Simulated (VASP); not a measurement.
# CsCaBr3 (P4/mmm) in VASP: further runs

The runs below take CsCaBr3 through single point, with LDA.

Everything below comes from runs of VASP 6.6.1. Logs are shortened: lines on timing, memory, paths and dates and some standing lists are left out, and cuts for length are marked.

### Step 1. The cell of the first run

The structure is tetragonal, space group P4/mmm (No. 123). The conventional cell has a = 5.709 Å, b = 5.709 Å, c = 5.537 Å, α = 90.00°, β = 90.00°, γ = 90.00°. Within 5.2 Å of Cs (site symmetry 4/mmm) lie 12 Br at 3.98 to 4.04 Å and 8 Ca at 4.89 Å. Ca (site symmetry 4/mmm) has 6 Br at 2.77 to 2.85 Å within 3.6 Å. Within 3.6 Å of Br (site symmetry 4/mmm) lie 2 Ca at 2.77 Å. Within 3.8 Å of Br (site symmetry mmm) lie 2 Ca at 2.85 Å.

### Step 2. Single point, LDA (strain -0.0300 x Voigt [0, 1, 0, 0, 0, 0])

File INCAR:

```
ALGO = Normal
EDIFF = 1E-6
ENCUT = 520
GGA = CA
ISIF = 2
ISMEAR = 0
LASPH = T
LCHARG = F
LREAL = F
LWAVE = F
NBANDS = 28
NELM = 60
PREC = Accurate
SIGMA = 0.05
```

File KPOINTS:

```
k-points
0
Gamma
  4 4 4
```

File POSCAR:

```
CsCaBr3
1.0
    5.7086657300      0.0000000000      0.0000000000
    0.0000000000      5.5374057581      0.0000000000
    0.0000000000      0.0000000000      5.7086657300
Cs Ca Br
1 1 3
Direct
    0.0000000000      0.0000000000      0.0000000000
    0.5000000000      0.5000000000      0.5000000000
    0.5000000000      0.0000000000      0.5000000000
    0.0000000000      0.5000000000      0.5000000000
    0.5000000000      0.5000000000      0.0000000000
```

Potentials or basis: VASP PAW LDA potentials, release 64 (Cs_sv, Ca_sv, Br).

The run is started by

```sh
> cat potpaw_LDA.64/Cs_sv/POTCAR potpaw_LDA.64/Ca_sv/POTCAR potpaw_LDA.64/Br/POTCAR > POTCAR
> mpirun -np 1 vasp_std > vasp.out
```

OUTCAR:

```text
EDIFF = 1E-6
   ENCUT = 520
   GGA = CA
   ISIF = 2
   ISMEAR = 0
   LASPH = T
   LREAL = F
   NELM = 60
   PREC = Accurate

 ion  position               nearest neighbor table
   1  0.000  0.000  0.000-
   2  0.500  0.500  0.500-   3 2.77   3 2.77   5 2.85   5 2.85   4 2.85   4 2.85
   3  0.500  0.000  0.500-   2 2.77   2 2.77
   4  0.000  0.500  0.500-   2 2.85   2 2.85
   5  0.500  0.500  0.000-   2 2.85   2 2.85

  LATTYP: Found a simple tetragonal cell.
 ALAT       =     5.7086657300
 C/A-ratio  =     0.9700000000

  Lattice vectors:

 A1 = (  -5.7086657300,   0.0000000000,   0.0000000000)
 A2 = (   0.0000000000,   0.0000000000,   5.7086657300)
 A3 = (   0.0000000000,   5.5374057581,   0.0000000000)

Analysis of symmetry for initial positions (statically):
=====================================================================
 Subroutine PRICEL returns:
 Original cell was already a primitive cell.

 Routine SETGRP: Setting up the symmetry group for a
 simple tetragonal supercell.

 Subroutine GETGRP returns: Found 16 space group operations
 (whereof 16 operations were pure point group operations)
 out of a pool of 16 trial point group operations.

The static configuration has the point symmetry D_4h.

Analysis of symmetry for dynamics (positions and initial velocities):
=====================================================================
 Subroutine PRICEL returns:
 Original cell was already a primitive cell.

 Routine SETGRP: Setting up the symmetry group for a
 simple tetragonal supercell.

 Subroutine GETGRP returns: Found 16 space group operations
 (whereof 16 operations were pure point group operations)
 out of a pool of 16 trial point group operations.

The dynamic configuration has the point symmetry D_4h.

 Subroutine INISYM returns: Found 16 space group operations
 (whereof 16 operations are pure point group operations),
 and found     1 'primitive' translations

----------------------------------------------------------------------------------------

                                     Primitive cell

  volume of cell :     180.4578

  direct lattice vectors                    reciprocal lattice vectors
     5.708665730  0.000000000  0.000000000     0.175172281  0.000000000  0.000000000
     0.000000000  5.537405758  0.000000000     0.000000000  0.180589981  0.000000000
[... 84 lines left out ...]
   EDIFF  = 0.1E-05   stopping-criterion for ELM
   LREAL  =      F    real-space projection
   EDIFFG = 0.1E-04   stopping-criterion for IOM
   NSW    =      0    number of steps for IOM
   IBRION =     -1    ionic relax: 0-MD 1-quasi-New 2-CG
   NFREE  =      0    steps in history (QN), initial steepest desc. (CG)
   ISIF   =      2    stress and relaxation
   ISYM   =      2    0-nonsym 1-usesym 2-fastsym
   POTIM  = 0.5000    time-step for ionic-motion
   TEBEG  =    0.0;   TEEND  =   0.0 temperature during run
   PSTRESS=    0.0 pullay stress
   NELECT =      40.0000    total number of electrons
   NUPDOWN=      -1.0000    fix difference up-down
   EMIN   =  10.00;   EMAX   =-10.00  energy-range for DOS
   EFERMI =   0.00;   METHOD = LEGACY
   ISMEAR =     0;   SIGMA  =   0.05  broadening in eV -4-tet -1-fermi 0-gaus
   EFERMI_NEDOS =   21; number of points for ismear=-14 and -15
   IALGO  =     38    algorithm
   IMIX   =      4    mixing-type and parameters
     AMIX     =   0.40;   BMIX     =  1.00
     AMIX_MAG =   1.60;   BMIX_MAG =  1.00
  volume/ion in A,a.u.               =      36.09       243.56
  Fermi-wavevector in a.u.,A,eV,Ry     =   0.990763  1.872270 13.355624  0.981611
  Thomas-Fermi vector in A             =   2.122456
   LORBIT       =      0    0 simple, 1 ext, 2 COOP (PROOUT), +10 PAW based schemes
   GGA     = CA    functional components
   LHFCALC =     F    Hartree Fock is set to
   AEXX    =    0.0000 exact exchange contribution
   IVDW    =     0    specifies the selected vdW correction
   LEPSILON=     F    determine dielectric tensor
   LRPA    =     F    only Hartree local field effects (RPA)
 non-spin polarized calculation
 Gauss-broadening in eV      SIGMA  =   0.05
  energy-cutoff  :      520.00
  volume of cell :      180.46
 maximum number of plane-waves:      4886
   NGX = 21   NGY = 21   NGZ = 21

 number of electron      40.0000000 magnetization

 Free energy of the ion-electron system (eV)
  ---------------------------------------------------
  ext. energy  EPLUGINS =         0.00000000
  ---------------------------------------------------
  free energy    TOTEN  =       -19.58114517 eV

  energy without entropy =      -19.58114517  energy(sigma->0) =      -19.58114517

 E-fermi :  -0.2464     XC(G=0):  -8.3054

 val. band max:       -0.4933180626   @ k =   0.5000   0.5000   0.5000
 cond. band min:       3.6631823394   @ k =   0.0000   0.0000   0.0000
 fundamental gap:      4.1565004020
 Fermi energy:        -0.2464115293

 k-point     1 :       0.0000    0.0000    0.0000
  band No.  band energies     occupation
      1     -38.8976      2.00000
      2     -20.2670      2.00000
      3     -20.2475      2.00000
      4     -20.2475      2.00000
      5     -20.1111      2.00000
      6     -13.6372      2.00000
[... 547 lines left out ...]
     27       5.9902      0.00000
     28       7.8249      0.00000

------------------------ aborting loop because EDIFF is reached ----------------------------------------

  FORCE on cell =-STRESS in cart. coord.  units (eV):
  Direction    XX          YY          ZZ          XY          YZ          ZX
  --------------------------------------------------------------------------------------
  -------------------------------------------------------------------------------------
  Total       -2.0471996     -0.6356730     -2.0471996      0.0000000      0.0000000      0.0000000
  in kB      -18.1758698     -5.6437634    -18.1758698      0.0000000      0.0000000      0.0000000
  external PRESSURE =     -13.9985010 kB  Pullay stress =       0.0000000 kB

 VOLUME and BASIS-vectors are now :
 -----------------------------------------------------------------------------
  energy-cutoff  :      520.00
  volume of cell :      180.46
      direct lattice vectors                 reciprocal lattice vectors
     5.708665730  0.000000000  0.000000000     0.175172281  0.000000000  0.000000000
     0.000000000  5.537405758  0.000000000     0.000000000  0.180589981  0.000000000
     0.000000000  0.000000000  5.708665730     0.000000000  0.000000000  0.175172281

 POSITION                                       TOTAL-FORCE (eV/Angst)
 -----------------------------------------------------------------------------------
      0.00000      0.00000      0.00000         0.000000      0.000000      0.000000
      2.85433      2.76870      2.85433         0.000000      0.000000      0.000000
      2.85433      0.00000      2.85433         0.000000      0.000000      0.000000
      0.00000      2.76870      2.85433         0.000000      0.000000      0.000000
      2.85433      2.76870      0.00000         0.000000      0.000000      0.000000
 -----------------------------------------------------------------------------------
    total drift:                                0.000000     -0.000000     -0.000000

  FREE ENERGIE OF THE ION-ELECTRON SYSTEM (eV)
  ---------------------------------------------------
  free  energy   TOTEN  =       -19.5811451663 eV

  energy  without entropy=      -19.5811451663  energy(sigma->0) =      -19.58114517
```

OSZICAR:

```text
N       E                     dE             d eps       ncg     rms          rms(c)
DAV:   1     0.310288521548E+03    0.31029E+03   -0.17879E+04  1008   0.125E+03
DAV:   2     0.623542945648E+01   -0.30405E+03   -0.29696E+03  1316   0.270E+02
DAV:   3    -0.189393722837E+02   -0.25175E+02   -0.25094E+02  1400   0.749E+01
DAV:   4    -0.199275901892E+02   -0.98822E+00   -0.98651E+00  1820   0.122E+01
DAV:   5    -0.199429881285E+02   -0.15398E-01   -0.15397E-01  1380   0.100E+00    0.446E+00
DAV:   6    -0.196633024933E+02    0.27969E+00   -0.43471E-01  1220   0.239E+00    0.273E+00
DAV:   7    -0.195862666982E+02    0.77036E-01   -0.28394E-01  1332   0.214E+00    0.783E-01
DAV:   8    -0.195813645931E+02    0.49021E-02   -0.21998E-02  1436   0.712E-01    0.115E-01
DAV:   9    -0.195812050095E+02    0.15958E-03   -0.13559E-03  1660   0.182E-01    0.744E-02
DAV:  10    -0.195811710764E+02    0.33933E-04   -0.27566E-04  1472   0.826E-02    0.237E-02
DAV:  11    -0.195811448609E+02    0.26216E-04   -0.93159E-05  1388   0.398E-02    0.606E-03
DAV:  12    -0.195811451663E+02   -0.30545E-06   -0.76295E-06  1528   0.110E-02
   1 F= -.19581145E+02 E0= -.19581145E+02  d E =-.292150E-13
```

stdout:

```text
POSCAR found type information on POSCAR CsCaBr
 POSCAR found :  3 types and       5 ions
 scaLAPACK will be used
 LDA part: xc-table for (Slater(with rela. corr.)+CA(PZ))
 , standard interpolation
 POSCAR, INCAR and KPOINTS ok, starting setup
 FFT: planning ... GRIDC
 FFT: planning ... GRID_SOFT
 FFT: planning ... GRID
 WAVECAR not read
 entering main loop
```

Run time: 93 s. Hardware: 1 thread of Intel Xeon 6975P-C, shared host; peak memory 0.27 GiB.

What came out:

```yaml
Free_energy: -19.5811 eV
Pressure: -1.4 GPa
Band_gap_on_the_k_mesh: 4.16 eV, indirect (least direct gap 4.41 eV)
```

Stress tensor (GPa, compression positive):
```
-1.82  0.00  0.00
 0.00 -0.56  0.00
 0.00  0.00 -1.82
```

Levels at points of the mesh, in eV from the valence-band top:
```tsv
k point	band 16	band 17	band 18	band 19	band 20	band 21	band 22	band 23	band 24	band 25
(0.00, 0.00, 0.00)	-0.64	-0.60	-0.26	-0.26	-0.25	4.16	4.48	4.49	4.49	5.32
(0.50, 0.00, 0.00)	-0.90	-0.88	-0.82	-0.45	-0.44	4.68	5.66	5.68	5.70	6.00
(0.00, 0.50, 0.00)	-1.02	-1.02	-0.83	-0.47	-0.47	4.72	5.57	5.85	5.85	5.94
(0.50, 0.50, 0.00)	-1.13	-1.05	-0.82	-0.82	-0.02	5.74	5.84	5.87	6.32	6.85
(0.50, 0.00, 0.50)	-1.01	-1.01	-0.91	-0.91	-0.07	5.69	5.69	6.04	6.22	6.80
(0.50, 0.50, 0.50)	-1.52	-1.42	-0.05	0.00	0.00	5.71	5.73	5.73	5.96	6.41
```

Caveat: the cell differs from its parent crystal (strain -0.0300 x Voigt [0, 1, 0, 0, 0, 0]); spin-orbit coupling is left out, which moves the levels of the heavy elements. A k mesh can miss the band edges.

### Step 3. Single point, LDA (strain -0.0150 x Voigt [0, 1, 0, 0, 0, 0])

File INCAR:

```
PREC = Accurate
ENCUT = 520
EDIFF = 1E-7
ISMEAR = 0
SIGMA = 0.05
LREAL = F
LASPH = T
NELM = 60
ALGO = Normal
ISIF = 2
LWAVE = F
LCHARG = F
GGA = CA
NBANDS = 28
```

File KPOINTS:

```
Automatic mesh
0
Gamma
  4 4 4
```

Edit POSCAR of step 2 so:

```diff
@@ -3,3 +3,3 @@
     5.7086657300      0.0000000000      0.0000000000
-    0.0000000000      5.5374057581      0.0000000000
+    0.0000000000      5.6230357440      0.0000000000
     0.0000000000      0.0000000000      5.7086657300
```

Potentials or basis: VASP PAW LDA potentials, release 64 (Cs_sv, Ca_sv, Br).

The run is started by

```sh
> cat potpaw_LDA.64/Cs_sv/POTCAR potpaw_LDA.64/Ca_sv/POTCAR potpaw_LDA.64/Br/POTCAR > POTCAR
> mpirun -np 1 vasp_std > vasp.out
```

Wall time 93 s (1 thread of Intel Xeon 6975P-C, shared host); peak memory 0.27 GiB.

The run converged. Its results:

| Item | Value |
| --- | --- |
| Free energy | -19.5645 eV |
| Pressure | -1.7 GPa |
| Band gap on the k mesh | 4.12 eV, indirect (least direct gap 4.38 eV) |

Stress tensor (GPa, compression positive):
```
-1.91  0.00  0.00
 0.00 -1.35  0.00
 0.00  0.00 -1.91
```

Levels at points of the mesh, in eV from the valence-band top:
```
           k point  band 16  band 17  band 18  band 19  band 20  band 21  band 22  band 23  band 24  band 25
(0.00, 0.00, 0.00)    -0.61    -0.59    -0.26    -0.26    -0.25     4.12     4.49     4.50     4.50     5.36
(0.50, 0.00, 0.00)    -0.89    -0.88    -0.79    -0.44    -0.43     4.69     5.62     5.67     5.69     5.94
(0.00, 0.50, 0.00)    -0.94    -0.94    -0.79    -0.45    -0.45     4.71     5.56     5.76     5.76     5.91
(0.50, 0.50, 0.00)    -1.06    -1.02    -0.81    -0.81    -0.02     5.72     5.78     5.82     6.27     6.83
(0.50, 0.00, 0.50)    -1.00    -1.00    -0.86    -0.86    -0.04     5.70     5.70     5.91     6.22     6.80
(0.50, 0.50, 0.50)    -1.47    -1.41    -0.02     0.00     0.00     5.71     5.72     5.72     5.95     6.38
```

Caveat: the cell differs from its parent crystal (strain -0.0150 x Voigt [0, 1, 0, 0, 0, 0]); spin-orbit coupling is left out, which moves the levels of the heavy elements. A k mesh can miss the band edges.

### Step 4. Single point, LDA (strain +0.0150 x Voigt [0, 1, 0, 0, 0, 0])

File INCAR:

```
ALGO = Normal
EDIFF = 1E-6
ENCUT = 520
GGA = CA
ISIF = 2
ISMEAR = 0
LASPH = True
LCHARG = False
LREAL = False
LWAVE = False
NBANDS = 28
NELM = 60
PREC = Accurate
SIGMA = 0.05
```

File KPOINTS:

```
k-points
0
Gamma
  4 4 4
```

Edit POSCAR of step 3 so:

```diff
@@ -3,3 +3,3 @@
     5.7086657300      0.0000000000      0.0000000000
-    0.0000000000      5.6230357440      0.0000000000
+    0.0000000000      5.7942957160      0.0000000000
     0.0000000000      0.0000000000      5.7086657300
```

The run is started by

```sh
> cat potpaw_LDA.64/Cs_sv/POTCAR potpaw_LDA.64/Ca_sv/POTCAR potpaw_LDA.64/Br/POTCAR > POTCAR
> mpirun -np 1 vasp_std > vasp.out
```

Run time: 1.8 min. Hardware: 1 thread of Intel Xeon 6975P-C, shared host; peak memory 0.28 GiB.

The run converged. Its results:

| Quantity | Value |
| --- | --- |
| Free energy | -19.4958 eV |
| Pressure | -2.2 GPa |
| Band gap on the k mesh | 4.03 eV, indirect (least direct gap 4.30 eV) |

Stress tensor (GPa, compression positive):
```
-2.09  0.00  0.00
 0.00 -2.54  0.00
 0.00  0.00 -2.09
```

Levels at points of the mesh, in eV from the valence-band top:
```
           k point  band 17  band 18  band 19  band 20  band 21  band 22  band 23  band 24
(0.00, 0.00, 0.00)    -0.57    -0.27    -0.27    -0.27     4.03     4.50     4.50     4.50
(0.50, 0.00, 0.00)    -0.88    -0.75    -0.44    -0.44     4.69     5.43     5.64     5.66
(0.00, 0.50, 0.00)    -0.83    -0.75    -0.43    -0.43     4.67     5.50     5.58     5.58
(0.50, 0.50, 0.00)    -0.94    -0.82    -0.81    -0.04     5.61     5.66     5.75     6.15
(0.50, 0.00, 0.50)    -1.00    -0.77    -0.77    -0.02     5.66     5.68     5.68     6.19
(0.50, 0.50, 0.50)    -1.38    -0.02    -0.02     0.00     5.68     5.68     5.68     5.90
```

Caveat: the cell differs from its parent crystal (strain +0.0150 x Voigt [0, 1, 0, 0, 0, 0]); spin-orbit coupling is left out, which moves the levels of the heavy elements. A k mesh can miss the band edges.

### Step 5. Single point, LDA (strain +0.0300 x Voigt [0, 1, 0, 0, 0, 0])

File INCAR:

```
SYSTEM = CsCaBr3
PREC = Accurate
ENCUT = 520
EDIFF = 1E-7
ISMEAR = 0
SIGMA = 0.05
LREAL = .FALSE.
LASPH = .TRUE.
NELM = 60
ALGO = Normal
ISIF = 2
LWAVE = .FALSE.
LCHARG = .FALSE.
NBANDS = 28
```

File KPOINTS:

```
Automatic mesh
0
G
  4 4 4
  0 0 0
```

Edit POSCAR of step 4 so:

```diff
@@ -3,3 +3,3 @@
     5.7086657300      0.0000000000      0.0000000000
-    0.0000000000      5.7942957160      0.0000000000
+    0.0000000000      5.8799257019      0.0000000000
     0.0000000000      0.0000000000      5.7086657300
```

The run is started by

```sh
> cat potpaw_LDA.64/Cs_sv/POTCAR potpaw_LDA.64/Ca_sv/POTCAR potpaw_LDA.64/Br/POTCAR > POTCAR
> mpirun -np 1 vasp_std > vasp.out
```

Wall time 1.9 min (1 thread of Intel Xeon 6975P-C, shared host); peak memory 0.29 GiB.

Results (log left out):

- Free energy: -19.4478 eV
- Pressure: -2.4 GPa
- Band gap on the k mesh: 3.97 eV, indirect (least direct gap 4.25 eV)

Stress tensor (GPa, compression positive):
```
-2.16  0.00  0.00
 0.00 -2.98  0.00
 0.00  0.00 -2.16
```

Levels at points of the mesh, in eV from the valence-band top:
```
           k point  band 17  band 18  band 19  band 20  band 21  band 22  band 23  band 24
(0.00, 0.00, 0.00)    -0.56    -0.28    -0.28    -0.28     3.97     4.48     4.48     4.49
(0.50, 0.00, 0.00)    -0.89    -0.75    -0.45    -0.44     4.68     5.32     5.61     5.64
(0.00, 0.50, 0.00)    -0.79    -0.75    -0.43    -0.43     4.64     5.46     5.48     5.48
(0.50, 0.50, 0.00)    -0.90    -0.83    -0.83    -0.06     5.51     5.62     5.71     6.08
(0.50, 0.00, 0.50)    -1.01    -0.75    -0.75    -0.01     5.54     5.66     5.66     6.16
(0.50, 0.50, 0.50)    -1.34    -0.04    -0.04     0.00     5.65     5.65     5.66     5.87
```

Caveat: the cell differs from its parent crystal (strain +0.0300 x Voigt [0, 1, 0, 0, 0, 0]); spin-orbit coupling is left out, which moves the levels of the heavy elements. A k mesh can miss the band edges.

### Step 6. The runs side by side

```tsv
cell	gap on the mesh (eV)	pressure (GPa)
a = 5.709, b = 5.537 Å, 5 atoms	4.16	-1.4
a = 5.709, b = 5.623 Å, 5 atoms	4.12	-1.7
a = 5.709, b = 5.794 Å, 5 atoms	4.03	-2.2
a = 5.709, b = 5.880 Å, 5 atoms	3.97	-2.4
```

Alike in all rows: task single point; level LDA; potentials or basis VASP PAW LDA potentials, release 64 (Cs_sv, Ca_sv, Br); no spin polarisation; k mesh 4 × 4 × 4; cutoff (eV) 520; smearing gaussian 0.05 eV.

Caveats: spin-orbit coupling is left out, which moves the levels of the heavy elements.

Absolute energies hang on the potentials; compare differences alone.
